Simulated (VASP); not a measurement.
# PdBr (rocksalt type) (Fm-3m) in VASP: further runs

The runs below take PdBr (rocksalt type) through single point, with PBE.

Everything below comes from runs of VASP 6.6.1. Logs are shortened: lines on timing, memory, paths and dates and some standing lists are left out, and cuts for length are marked.

## Step 1: The cell of the first run

The structure is cubic, space group Fm-3m (No. 225). Conventional cell: a = 4.360 Å, b = 4.360 Å, c = 4.360 Å, α = 90.00°, β = 90.00°, γ = 90.00°. Pd (site symmetry m-3m) has 6 Br at 2.18 Å within 2.9 Å. Br (site symmetry m-3m) has 6 Pd at 2.18 Å within 2.9 Å.

## Step 2: Single point, PBE (volume scaled by 0.5)

Input file INCAR:

```
SYSTEM = PdBr
PREC = Accurate
ENCUT = 520
EDIFF = 1E-6
ISMEAR = -1
SIGMA = 0.1
LREAL = .False.
LASPH = .True.
NELM = 60
ALGO = Normal
ISIF = 2
LWAVE = .False.
LCHARG = .True.
GGA = PE
LELF = .True.
LVHAR = .True.
NBANDS = 16
```

Input file KPOINTS:

```
Automatic mesh
0
Gamma
  13 13 13
  0 0 0
```

Input file POSCAR:

```
PdBr
1.0
    0.0000000000      2.1798253713      2.1798253713
    2.1798253713      0.0000000000      2.1798253713
    2.1798253713      2.1798253713      0.0000000000
Pd Br
1 1
Direct
    0.0000000000      0.0000000000      0.0000000000
    0.5000000000      0.5000000000      0.5000000000
```

Potentials or basis: VASP PAW PBE potentials, release 64 (Pd, Br).

On the command line:

```
cat potpaw_PBE.64/Pd/POTCAR potpaw_PBE.64/Br/POTCAR > POTCAR
mpirun -np 1 vasp_std > vasp.out
```

OUTCAR:

```text
SYSTEM = PdBr
   PREC = Accurate
   ENCUT = 520
   EDIFF = 1E-6
   ISMEAR = -1
   LREAL = .False.
   LASPH = .True.
   NELM = 60
   ISIF = 2
   GGA = PE

 ion  position               nearest neighbor table
   1  0.000  0.000  0.000-   2 2.18   2 2.18   2 2.18   2 2.18   2 2.18   2 2.18
   2  0.500  0.500  0.500-   1 2.18   1 2.18   1 2.18   1 2.18   1 2.18   1 2.18

  LATTYP: Found a face centered cubic cell.
 ALAT       =     4.3596507426

  Lattice vectors:

 A1 = (   0.0000000000,   2.1798253713,   2.1798253713)
 A2 = (   2.1798253713,   0.0000000000,   2.1798253713)
 A3 = (   2.1798253713,   2.1798253713,   0.0000000000)

Analysis of symmetry for initial positions (statically):
=====================================================================
 Subroutine PRICEL returns:
 Original cell was already a primitive cell.

 Routine SETGRP: Setting up the symmetry group for a
 face centered cubic supercell.

 Subroutine GETGRP returns: Found 48 space group operations
 (whereof 48 operations were pure point group operations)
 out of a pool of 48 trial point group operations.

The static configuration has the point symmetry O_h .

Analysis of symmetry for dynamics (positions and initial velocities):
=====================================================================
 Subroutine PRICEL returns:
 Original cell was already a primitive cell.

 Routine SETGRP: Setting up the symmetry group for a
 face centered cubic supercell.

 Subroutine GETGRP returns: Found 48 space group operations
 (whereof 48 operations were pure point group operations)
 out of a pool of 48 trial point group operations.

The dynamic configuration has the point symmetry O_h .

 Subroutine INISYM returns: Found 48 space group operations
 (whereof 48 operations are pure point group operations),
 and found     1 'primitive' translations

----------------------------------------------------------------------------------------

                                     Primitive cell

  volume of cell :      20.7155

  direct lattice vectors                    reciprocal lattice vectors
     0.000000000  2.179825371  2.179825371    -0.229376172  0.229376172  0.229376172
     2.179825371  0.000000000  2.179825371     0.229376172 -0.229376172  0.229376172
     2.179825371  2.179825371  0.000000000     0.229376172  0.229376172 -0.229376172

  length of vectors
     3.082738604  3.082738604  3.082738604     0.397291185  0.397291185  0.397291185

  position of ions in fractional coordinates (direct lattice)
     0.000000000  0.000000000  0.000000000
     0.500000000  0.500000000  0.500000000

  ion indices of the primitive-cell ions
   primitive index   ion index
                 1           1
                 2           2

----------------------------------------------------------------------------------------

 KPOINTS: Automatic mesh

Automatic generation of k-mesh.
 Grid dimensions read from file:
 generate k-points for:   13   13   13

 Generating k-lattice:

  Cartesian coordinates                     Fractional coordinates (reciprocal lattice)
    -0.017644321  0.017644321  0.017644321     0.076923077  0.000000000  0.000000000
     0.017644321 -0.017644321  0.017644321     0.000000000  0.076923077  0.000000000
     0.017644321  0.017644321 -0.017644321     0.000000000  0.000000000  0.076923077

  Length of vectors
     0.030560860  0.030560860  0.030560860

  Shift w.r.t. Gamma in fractional coordinates (k-lattice)
     0.000000000  0.000000000  0.000000000

 Subroutine IBZKPT returns following result:
 ===========================================

 Found     84 irreducible k-points:

 Following reciprocal coordinates:
            Coordinates               Weight
  0.000000  0.000000  0.000000      1.000000
  0.076923  0.000000  0.000000      8.000000
  0.153846  0.000000  0.000000      8.000000
  0.230769  0.000000  0.000000      8.000000
  0.307692  0.000000  0.000000      8.000000
  0.384615  0.000000  0.000000      8.000000
[... 16 lines left out ...]
  0.384615  0.153846  0.000000     24.000000
  0.461538  0.153846  0.000000     24.000000
 [... further k-points ...]
   k-points           NKPTS =     84   k-points in BZ     NKDIM =     84   number of bands    NBANDS=     16
   number of dos      NEDOS =    301   number of ions     NIONS =      2
   total plane-waves  NPLWV =  13824
   dimension x,y,z NGX =    24 NGY =   24 NGZ =   24
   dimension x,y,z NGXF=    48 NGYF=   48 NGZF=   48
   ions per type =               1   1
   NGX,Y,Z   is equivalent  to a cutoff of  12.94, 12.94, 12.94 a.u.
   NGXF,Y,Z  is equivalent  to a cutoff of  25.89, 25.89, 25.89 a.u.
 SYSTEM =  PdBr
   PREC   = accura    normal or accurate (medium, high low for compatibility)
   ISTART =      0    job   : 0-new  1-cont  2-samecut
   ICHARG =      2    charge: 1-file 2-atom 10-const
   ISPIN  =      1    spin polarized calculation?
   LNONCOLLINEAR =      F non collinear calculations
   LSORBIT =      F    spin-orbit coupling
   LASPH  =      T    aspherical Exc in radial PAW
   ENCUT  =  520.0 eV  38.22 Ry    6.18 a.u.   5.73  5.73  5.73*2*pi/ulx,y,z
   NELM   =     60;   NELMIN=  2; NELMDL= -5     # of ELM steps
   EDIFF  = 0.1E-05   stopping-criterion for ELM
   LREAL  =      F    real-space projection
   EDIFFG = 0.1E-04   stopping-criterion for IOM
   NSW    =      0    number of steps for IOM
   IBRION =     -1    ionic relax: 0-MD 1-quasi-New 2-CG
   NFREE  =      0    steps in history (QN), initial steepest desc. (CG)
   ISIF   =      2    stress and relaxation
   ISYM   =      2    0-nonsym 1-usesym 2-fastsym
   POTIM  = 0.5000    time-step for ionic-motion
   TEBEG  =    0.0;   TEEND  =   0.0 temperature during run
   PSTRESS=    0.0 pullay stress
   NELECT =      17.0000    total number of electrons
   NUPDOWN=      -1.0000    fix difference up-down
   EMIN   =  10.00;   EMAX   =-10.00  energy-range for DOS
   EFERMI =   0.00;   METHOD = LEGACY
   ISMEAR =    -1;   SIGMA  =   0.10  broadening in eV -4-tet -1-fermi 0-gaus
   EFERMI_NEDOS =   21; number of points for ismear=-14 and -15
   IALGO  =     38    algorithm
   IMIX   =      4    mixing-type and parameters
     AMIX     =   0.40;   BMIX     =  1.00
     AMIX_MAG =   1.60;   BMIX_MAG =  1.00
  volume/ion in A,a.u.               =      10.36        69.90
  Fermi-wavevector in a.u.,A,eV,Ry     =   1.532708  2.896398 31.962724  2.349194
  Thomas-Fermi vector in A             =   2.639877
   LORBIT       =      0    0 simple, 1 ext, 2 COOP (PROOUT), +10 PAW based schemes
   GGA     = PE    functional components
   LHFCALC =     F    Hartree Fock is set to
   AEXX    =    0.0000 exact exchange contribution
   IVDW    =     0    specifies the selected vdW correction
   LEPSILON=     F    determine dielectric tensor
   LRPA    =     F    only Hartree local field effects (RPA)
 non-spin polarized calculation
  energy-cutoff  :      520.00
  volume of cell :       20.72
 maximum number of plane-waves:       568
   NGX = 11   NGY = 11   NGZ = 11

 number of electron      17.0000000 magnetization

 Free energy of the ion-electron system (eV)
  ---------------------------------------------------
  ext. energy  EPLUGINS =         0.00000000
  ---------------------------------------------------
  free energy    TOTEN  =         2.59835695 eV

  energy without entropy =        2.62128146  energy(sigma->0) =        2.60981921

 E-fermi :  18.7526     XC(G=0): -14.6175

 val. band max:       18.7031542878   @ k =  -0.4615   0.1538   0.0000
 cond. band min:      18.7890458029   @ k =   0.3077   0.1538   0.0769
 fundamental gap:      0.0858915151
 Fermi energy:        18.7526085217

 k-point     1 :       0.0000    0.0000    0.0000
  band No.  band energies     occupation
      1      -4.8964      2.00000
      2      10.9945      2.00000
      3      10.9945      2.00000
      4      10.9945      2.00000
      5      11.3763      2.00000
      6      11.3763      2.00000
[... 8 lines left out ...]
     15      36.5768      0.00000
     16      36.5768      0.00000

 k-point     2 :       0.0769    0.0000    0.0000
  band No.  band energies     occupation
      1      -4.7698      2.00000
      2      10.5453      2.00000
      3      10.6308      2.00000
      4      10.6308      2.00000
      5      11.1780      2.00000
      6      11.1780      2.00000
[... 8 lines left out ...]
     15      35.1871      0.00000
     16      35.1871      0.00000

 k-point     3 :       0.1538    0.0000    0.0000
  band No.  band energies     occupation
      1      -4.3995      2.00000
      2       9.3862      2.00000
      3       9.6011      2.00000
      4       9.6011      2.00000
      5      11.4581      2.00000
      6      11.4581      2.00000
[... 8 lines left out ...]
     15      33.9405      0.00000
     16      33.9405      0.00000

 k-point     4 :       0.2308    0.0000    0.0000
  band No.  band energies     occupation
      1      -3.8163      2.00000
      2       7.8957      2.00000
      3       8.6664      2.00000
      4       8.6664      2.00000
      5      11.9169      2.00000
      6      11.9169      2.00000
[... 8 lines left out ...]
     15      33.3364      0.00000
     16      33.3364      0.00000

 k-point     5 :       0.3077    0.0000    0.0000
  band No.  band energies     occupation
      1      -3.0824      2.00000
      2       6.3776      2.00000
      3       7.9333      2.00000
      4       7.9333      2.00000
      5      12.4680      2.00000
      6      12.4680      2.00000
[... 8 lines left out ...]
     15      33.0894      0.00000
     16      33.4453      0.00000

 k-point     6 :       0.3846    0.0000    0.0000
  band No.  band energies     occupation
      1      -2.3213      2.00000
      2       5.0642      2.00000
      3       7.4332      2.00000
      4       7.4332      2.00000
      5      12.9909      2.00000
      6      12.9909      2.00000
[... 8 lines left out ...]
     15      32.9783      0.00000
     16      34.8776      0.00000

 k-point     7 :       0.4615    0.0000    0.0000
  band No.  band energies     occupation
      1      -1.7787      2.00000
      2       4.2402      2.00000
      3       7.1802      2.00000
      4       7.1802      2.00000
      5      13.3220      2.00000
      6      13.3220      2.00000
[... 8 lines left out ...]
     15      33.8113      0.00000
     16      35.7670      0.00000

 k-point     8 :       0.0769    0.0769    0.0000
  band No.  band energies     occupation
      1      -4.7299      2.00000
      2      10.0360      2.00000
      3      10.7792      2.00000
      4      10.7792      2.00000
      5      10.8467      2.00000
      6      11.4322      2.00000
[... 8 lines left out ...]
     15      33.3602      0.00000
     16      37.4686      0.00000

 k-point     9 :       0.1538    0.0769    0.0000
  band No.  band energies     occupation
      1      -4.4477      2.00000
      2       9.0028      2.00000
      3      10.0350      2.00000
      4      10.1959      2.00000
      5      11.0671      2.00000
      6      11.5747      2.00000
[... 8 lines left out ...]
     15      31.8610      0.00000
     16      36.1455      0.00000
[... 172 lines left out ...]
 k-point    19 :      -0.0769    0.0769    0.0000
  band No.  band energies     occupation
      1      -4.5642      2.00000
      2       9.8084      2.00000
      3       9.8208      2.00000
      4      10.2255      2.00000
      5      11.1702      2.00000
      6      11.5162      2.00000
[... 8 lines left out ...]
     15      32.9690      0.00000
     16      35.3611      0.00000

 k-point    20 :       0.1538    0.1538    0.0000
  band No.  band energies     occupation
      1      -4.2712      2.00000
      2       8.1941      2.00000
      3      10.4328      2.00000
      4      10.4328      2.00000
      5      10.4614      2.00000
      6      11.5901      2.00000
[... 8 lines left out ...]
     15      32.3836      0.00000
     16      37.3495      0.00000

 k-point    21 :       0.2308    0.1538    0.0000
  band No.  band energies     occupation
      1      -3.8883      2.00000
      2       7.3656      2.00000
      3       9.5622      2.00000
      4       9.8985      2.00000
      5      10.8436      2.00000
      6      11.9405      2.00000
[... 8 lines left out ...]
     15      33.1258      0.00000
     16      36.7050      0.00000

 k-point    22 :       0.3077    0.1538    0.0000
  band No.  band energies     occupation
      1      -3.3429      2.00000
      2       6.5841      2.00000
      3       8.5630      2.00000
      4       9.0812      2.00000
      5      11.3061      2.00000
      6      12.5380      2.00000
[... 8 lines left out ...]
     15      34.1054      0.00000
     16      36.1504      0.00000

 k-point    23 :       0.3846    0.1538    0.0000
  band No.  band energies     occupation
      1      -2.7145      2.00000
      2       5.8175      2.00000
      3       7.7283      2.00000
      4       8.3445      2.00000
      5      11.8554      2.00000
      6      13.1080      2.00000
[... 8 lines left out ...]
     15      35.6948      0.00000
     16      35.7376      0.00000

 k-point    24 :       0.4615    0.1538    0.0000
  band No.  band energies     occupation
      1      -2.1408      2.00000
      2       5.1048      2.00000
      3       7.2597      2.00000
      4       7.7884      2.00000
      5      12.4636      2.00000
      6      13.4426      2.00000
[... 8 lines left out ...]
     15      35.0810      0.00000
     16      37.4320      0.00000

 [... further k-points ...]

------------------------ aborting loop because EDIFF is reached ----------------------------------------

  FORCE on cell =-STRESS in cart. coord.  units (eV):
  Direction    XX          YY          ZZ          XY          YZ          ZX
  --------------------------------------------------------------------------------------
  -------------------------------------------------------------------------------------
  Total       38.0547949     38.0547949     38.0547949      0.0000000      0.0000000      0.0000000
  in kB     2943.2344820   2943.2344820   2943.2344820      0.0000000      0.0000000      0.0000000
  external PRESSURE =    2943.2344820 kB  Pullay stress =       0.0000000 kB

 VOLUME and BASIS-vectors are now :
 -----------------------------------------------------------------------------
  energy-cutoff  :      520.00
  volume of cell :       20.72
      direct lattice vectors                 reciprocal lattice vectors
     0.000000000  2.179825371  2.179825371    -0.229376172  0.229376172  0.229376172
     2.179825371  0.000000000  2.179825371     0.229376172 -0.229376172  0.229376172
     2.179825371  2.179825371  0.000000000     0.229376172  0.229376172 -0.229376172

 POSITION                                       TOTAL-FORCE (eV/Angst)
 -----------------------------------------------------------------------------------
      0.00000      0.00000      0.00000         0.000000     -0.000000      0.000000
      2.17983      2.17983      2.17983        -0.000000      0.000000     -0.000000
 -----------------------------------------------------------------------------------
    total drift:                                0.000000     -0.000000     -0.000000

  FREE ENERGIE OF THE ION-ELECTRON SYSTEM (eV)
  ---------------------------------------------------
  free  energy   TOTEN  =         2.5983569526 eV

  energy  without entropy=        2.6212814623  energy(sigma->0) =        2.60981921
```

Wall time 19 s (1 thread of Intel Xeon 6975P-C, shared host); peak memory 0.16 GiB.

What came out:

- Free energy: 2.5984 eV
- Pressure: 294.3 GPa

Caveat: an odd number of electrons without spin polarisation forces a metal; a magnetic or distorted state may lie lower.

## Step 3: Single point, PBE (volume scaled by 0.6)

Input file INCAR:

```
PREC = Accurate
ENCUT = 520
EDIFF = 1E-6
ISMEAR = -1
SIGMA = 0.1
LREAL = F
LASPH = T
NELM = 100
ALGO = Normal
ISIF = 2
LWAVE = F
LCHARG = F
GGA = PE
NBANDS = 16
```

Input file KPOINTS:

```
regular mesh
0
Gamma
  13 13 13
```

Input file POSCAR:

```
PdBr
1.0
    0.0000000000      2.3164101102      2.3164101102
    2.3164101102      0.0000000000      2.3164101102
    2.3164101102      2.3164101102      0.0000000000
Pd Br
1 1
Direct
    0.0000000000      0.0000000000      0.0000000000
    0.5000000000      0.5000000000      0.5000000000
```

Potentials or basis: VASP PAW PBE potentials, release 64 (Pd, Br).

On the command line:

```
cat potpaw_PBE.64/Pd/POTCAR potpaw_PBE.64/Br/POTCAR > POTCAR
mpirun -np 1 vasp_std > vasp.out
```

Run time: 17 s. Hardware: 1 thread of Intel Xeon 6975P-C, shared host; peak memory 0.16 GiB.

The run converged. Its results:

| Quantity | Value |
| --- | --- |
| Free energy | -2.6787 eV |
| Pressure | 135.3 GPa |

Levels at points of the mesh, in eV from the Fermi level:
| k point | band 5 | band 6 | band 7 | band 8 | band 9 | band 10 | band 11 | band 12 | band 13 | band 14 |
| --- | --- | --- | --- | --- | --- | --- | --- | --- | --- | --- |
| (0.00, 0.00, 0.00) | -5.51 | -5.51 | -4.51 | -4.51 | -4.51 | 3.16 | 8.51 | 11.34 | 11.34 | 11.34 |

Caveat: an odd number of electrons without spin polarisation forces a metal; a magnetic or distorted state may lie lower.
